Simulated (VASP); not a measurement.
Input of a VASP 6.6.1 run:

The input INCAR:

```
PREC = Accurate
ENCUT = 500
EDIFF = 1E-6
ISMEAR = -1
SIGMA = 0.05
LREAL = Auto
LASPH = True
NELM = 120
ALGO = Normal
ISIF = 2
LWAVE = False
LCHARG = False
GGA = PS
ISYM = -1
NBANDS = 326
GGA_COMPAT = False
```

The input KPOINTS:

```
explicit points
1
Reciprocal
  0.25000000   0.25000000   0.25000000 1
```

Contents of POSCAR:

```
In3Ga5As8
1.0
   11.6388066432      0.0000000000      0.0000000000
    0.0000000000     11.6388066432      0.0000000000
    0.0000000000      0.0000000000     11.6388066432
In Ga As
12 20 32
Direct
    0.0008790000      0.9951380000      0.9969180000
    0.2547360000      0.2506160000      0.0008670000
    0.7467200000      0.2513690000      0.0036060000
    0.7513000000      0.7491690000      0.5043820000
    0.2526770000      0.5024200000      0.2523600000
    0.7468880000      0.0030670000      0.2525880000
    0.7504260000      0.5045790000      0.7496910000
    0.0019330000      0.2534160000      0.2564370000
    0.0026550000      0.2504100000      0.7461120000
    0.0027420000      0.7495130000      0.2511080000
    0.4991090000      0.2474260000      0.7467430000
    0.4998500000      0.7499320000      0.2478820000
    0.0059540000      0.9999920000      0.5054300000
    0.0010890000      0.5074840000      0.9974260000
    0.0008380000      0.4984260000      0.5018510000
    0.4965600000      0.9937190000      0.9965700000
    0.4957850000      0.0021510000      0.5024310000
    0.5001140000      0.5040380000      0.0002840000
    0.4970210000      0.4965570000      0.4997360000
    0.2529360000      0.2475680000      0.5014760000
    0.2523670000      0.7498580000      0.9930890000
    0.2503960000      0.7515260000      0.5065340000
    0.7481460000      0.2480940000      0.4980210000
    0.7478490000      0.7473880000      0.9951930000
    0.2543790000      0.9994860000      0.2542560000
    0.2524870000      0.9932680000      0.7459520000
    0.2492340000      0.5059230000      0.7477500000
    0.7484240000      0.9946920000      0.7473720000
    0.7489540000      0.4973190000      0.2490500000
    0.0046820000      0.7504480000      0.7497080000
    0.5002080000      0.2495030000      0.2533200000
    0.4961740000      0.7505210000      0.7510450000
    0.1302710000      0.1187160000      0.1330100000
    0.1358780000      0.1188640000      0.6220720000
    0.1290990000      0.6271530000      0.1126770000
    0.1227300000      0.6262480000      0.6243470000
    0.6088060000      0.1227760000      0.1243740000
    0.6302180000      0.1179750000      0.6187120000
    0.6309040000      0.6197220000      0.1190740000
    0.6098900000      0.6246150000      0.6252390000
    0.3893000000      0.3773840000      0.1278340000
    0.3676110000      0.3791200000      0.6208640000
    0.3673130000      0.8772760000      0.1186210000
    0.3765800000      0.8744530000      0.6259370000
    0.8789780000      0.3868910000      0.1243040000
    0.8721080000      0.3745230000      0.6134460000
    0.8650130000      0.8675610000      0.1201170000
    0.8845850000      0.8787300000      0.6321860000
    0.3762000000      0.1268820000      0.3764900000
    0.3733940000      0.1102960000      0.8710990000
    0.3755000000      0.6280950000      0.3885310000
    0.3760140000      0.6255950000      0.8745200000
    0.8775120000      0.1234210000      0.3884550000
    0.8668700000      0.1197010000      0.8676210000
    0.8752090000      0.6121980000      0.3751310000
    0.8820700000      0.6341680000      0.8770990000
    0.1294380000      0.3761360000      0.3898120000
    0.1261730000      0.3877380000      0.8747380000
    0.1329680000      0.8796210000      0.3828210000
    0.1327520000      0.8684980000      0.8662850000
    0.6243940000      0.3730450000      0.3745250000
    0.6176530000      0.3818600000      0.8791310000
    0.6174760000      0.8807050000      0.3836210000
    0.6235530000      0.8716510000      0.8727550000
```

Potentials or basis: VASP PAW PBE potentials, release 64 (In_d, Ga_d, As).

Launch:

```bash
$ cat potpaw_PBE.64/In_d/POTCAR potpaw_PBE.64/Ga_d/POTCAR potpaw_PBE.64/As/POTCAR > POTCAR
$ mpirun -np 1 vasp_std > vasp.out
```

(1) What does it give for the band gap on the k mesh?

(2) Predict the largest force.

Results:

(1) 1.02 eV.

(2) 0.038 eV/Å.

Caveat: the PAW data sets were made with another functional, which shifts forces and pressure a little; spin-orbit coupling is left out, which moves the levels of the heavy elements; a shifted mesh leaves out Γ, where band edges can lie.
